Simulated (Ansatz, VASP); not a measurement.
Rb in VASP and in Ansatz

```
Rb
1.0
     2.53157    1.46161   12.65858
    -2.53157    1.46161   12.65858
     0.00000   -2.92321   12.65858
Rb
3
Direct
  0.00000 0.00000 0.00000
  0.77762 0.77762 0.77762
  0.22238 0.22238 0.22238
```

Alike in both runs: task single point; functional PBE; k mesh 9 × 9 × 9; occupations gaussian, width 0.1 eV; no spin polarisation.

|  | VASP | Ansatz |
| --- | --- | --- |
| version | VASP 6.6.1 | Ansatz 0.2.0 |
| potentials or method | VASP PAW PBE potentials, release 64 (Rb_sv), cutoff 520 eV | scalar-relativistic, plane waves, PAW |
| valence electrons in the cell | 27 | 27 |

```tsv
	VASP	Ansatz	Ansatz less VASP
gap on the k mesh at the Fermi level (eV)	none	none	-
pressure (GPa)	-0.1	-0.1	0.00
```

A gap of «none» marks a metal or a gap that the smearing closes.
